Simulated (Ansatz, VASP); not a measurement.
# One calculation of AlN, two programs

Contents of INCAR:

```
ALGO = Normal ; EDIFF = 1E-6
ENCUT = 520 ; GGA = PE
ISIF = 2 ; ISMEAR = -1
LASPH = True ; LCHARG = True
LELF = True ; LREAL = False
LVHAR = True ; LWAVE = False
NBANDS = 16 ; NELM = 100
PREC = Accurate ; SIGMA = 0.05
```

File KPOINTS:

```
k-points
0
Gamma
  9 9 7
```

Contents of POSCAR:

```
AlN
1.0
    3.2673519336      0.0000000000      0.0000000000
   -1.6336759668      2.8296097776      0.0000000000
    0.0000000000      0.0000000000      4.1309673730
Al N
2 2
Direct
    0.6666666667      0.3333333333      0.2500000000
    0.3333333333      0.6666666667      0.7500000000
    0.6666666667      0.3333333333      0.7500000000
    0.3333333333      0.6666666667      0.2500000000
```

File input.yaml:

```yaml
crystal:
  lattice:
    - [3.2673519336, 0.0, 0.0]
    - [-1.6336759668, 2.8296097776, 0.0]
    - [0.0, 0.0, 4.130967373]
  atoms:
    - { symbol: Al, position: [0.6666666667, 0.3333333333, 0.25] }
    - { symbol: Al, position: [0.3333333333, 0.6666666667, 0.75] }
    - { symbol: "N", position: [0.6666666667, 0.3333333333, 0.75] }
    - { symbol: "N", position: [0.3333333333, 0.6666666667, 0.25] }
kpoints:
  mp_grid: { grid: [9, 9, 7] }
scf:
  occupations: { method: fermi_dirac, width: 0.05 }
hamiltonian:
  xc: pbe
  pseudopotentials: { kind: all_electron, lapw: { basis_error: 0.001 } }
output:
  forces: true
  stress: true
  eigenvalues: true
```

Change from the starting cell: volume scaled by 0.96.

Alike in both runs: task single point; functional PBE; k mesh 9 × 9 × 7; occupations fermi-dirac, width 0.05 eV; no spin polarisation.

|  | VASP | Ansatz |
| --- | --- | --- |
| version | VASP 6.6.1 | Ansatz 0.2.0 |
| potentials or method | VASP PAW PBE potentials, release 64 (Al, N), cutoff 520 eV | all-electron LAPW, scalar-relativistic |

|  | VASP | Ansatz | Ansatz less VASP |
| --- | --- | --- | --- |
| gap on the k mesh at the Fermi level (eV) | 3.58 | 3.58 | -0.001 |
| least direct gap on the mesh (eV) | 3.58 | 3.58 | -0.001 |
| pressure (GPa) | 9.2 | 9.4 | +0.23 |
| traceless stress, the component that is largest in VASP (GPa) | -1.22 | -1.29 | -0.067 |

Ansatz ran all-electron here, and VASP with PAW potentials.
